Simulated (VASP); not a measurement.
Write the native input for VASP 6.6.1 that does the following.

```yaml
Task: single point
Functional: LDA
Potentials_or_basis: VASP PAW LDA potentials, release 64 (C)
Cutoff: 520 eV
k_mesh: 14 × 14 × 5
Occupations: fermi-dirac, width 0.02 eV
Spin: no spin polarisation
Dipole_correction: no
Further_INCAR_settings: ALGO = Normal; EDIFF = 1e-07; NBANDS = 21
```

The structure of C lies in POSCAR:

```
C
1.0
    0.0000000000      1.7658614237     -1.7658614237
   -1.7658614237      0.0000000000      1.7658614237
    3.5317228474      3.5317228474      3.5317228474
C
6
Direct
    0.3333333330      0.6666666670      0.2083333330
    0.6666666670      0.3333333330      0.5416666670
    0.0000000000      0.0000000000      0.8750000000
    0.0000000000      0.0000000000      0.1250000000
    0.3333333330      0.6666666670      0.4583333330
    0.6666666670      0.3333333330      0.7916666670
```

The input as run:

INCAR

```
SYSTEM = C
ALGO = Normal
EDIFF = 1E-7
ENCUT = 520
GGA = CA
ISIF = 2
ISMEAR = -1
LASPH = .TRUE.
LCHARG = .FALSE.
LREAL = .FALSE.
LWAVE = .FALSE.
NBANDS = 21
NELM = 60
PREC = Accurate
SIGMA = 0.02
```

KPOINTS

```
k-points
0
G
  14 14 5
  0 0 0
```

Potentials or basis: VASP PAW LDA potentials, release 64 (C).

Launch:

```sh
$ cat potpaw_LDA.64/C/POTCAR > POTCAR
$ mpirun -np 1 vasp_std > vasp.out
```

Results of the run:

```
Pressure               : 1.6 GPa
Band gap on the k mesh : 4.24 eV
```

Run time: 42 s on 1 thread of Intel(R) Xeon(R) 6975P-C (Granite Rapids) (shared host), peak memory 0.15 GiB.
